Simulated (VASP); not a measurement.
Here is a VASP 6.6.1 calculation.

INCAR

```
SYSTEM = CuI
ALGO = Normal
EDIFF = 1E-6
ENCUT = 520
GGA = PE
ISIF = 2
ISMEAR = -1
IVDW = 12
LASPH = .TRUE.
LCHARG = .FALSE.
LREAL = .FALSE.
LWAVE = .FALSE.
NBANDS = 16
NELM = 100
PREC = Accurate
SIGMA = 0.05
```

Contents of KPOINTS:

```
k-points
0
G
  8 8 8
  0 0 0
```

File POSCAR:

```
CuI
1.0
    0.0000000000      2.9905287613      2.9905287613
    2.9905287613      0.0000000000      2.9905287613
    2.9905287613      2.9905287613      0.0000000000
I Cu
1 1
Direct
    0.0000000000      0.0000000000      0.0000000000
    0.7500000000      0.7500000000      0.7500000000
```

Potentials or basis: VASP PAW PBE potentials, release 64 (I, Cu).

The run is started by

```console
$ cat potpaw_PBE.64/I/POTCAR potpaw_PBE.64/Cu/POTCAR > POTCAR
$ mpirun -np 1 vasp_std > vasp.out
```

(1) Estimate the dispersion energy per atom.

(2) Estimate the band gap on the k mesh.

Results:

(1) -0.358 eV.

(2) 1.26 eV.

Caveat: spin-orbit coupling is left out, which moves the levels of the heavy elements.
